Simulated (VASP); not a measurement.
SnO2, 6 atoms in the cell. The structure is tetragonal, space group I4_1/amd (No. 141). Conventional cell: a = 4.000 Å, b = 4.000 Å, c = 10.247 Å, α = 90.00°, β = 90.00°, γ = 90.00°. Sn (site symmetry -4m2) has 6 O at 2.06 to 2.09 Å within 2.7 Å. Within 2.7 Å of O (site symmetry 2mm) lie 3 Sn at 2.06 to 2.09 Å and 2 O at 2.57 Å. 

```yaml
Program: VASP 6.6.1
Task: single point
Functional: PBEsol
Potentials_or_basis: VASP PAW PBE potentials, release 64 (Sn_d, O)
Cutoff: 520 eV
k_mesh: 8 × 8 × 8
Occupations: fermi-dirac, width 0.02 eV
Spin: no spin polarisation
Dipole_correction: no
Further_INCAR_settings: ALGO = Normal; EDIFF = 1e-07; NBANDS = 35
```

Potentials or basis: VASP PAW PBE potentials, release 64 (Sn_d, O).

The run is started by

```sh
$ cat potpaw_PBE.64/Sn_d/POTCAR potpaw_PBE.64/O/POTCAR > POTCAR
$ mpirun -np 1 vasp_std > vasp.out
```

Hardware: 1 thread of Intel(R) Xeon(R) 6975P-C (Granite Rapids) (shared host).

Q: How long does it take, and how much memory?

A: Run time: 2.6 min on 1 thread of Intel(R) Xeon(R) 6975P-C (Granite Rapids), on a shared host, peak memory 0.38 GiB. Counts: scf iterations 16, k points 59.
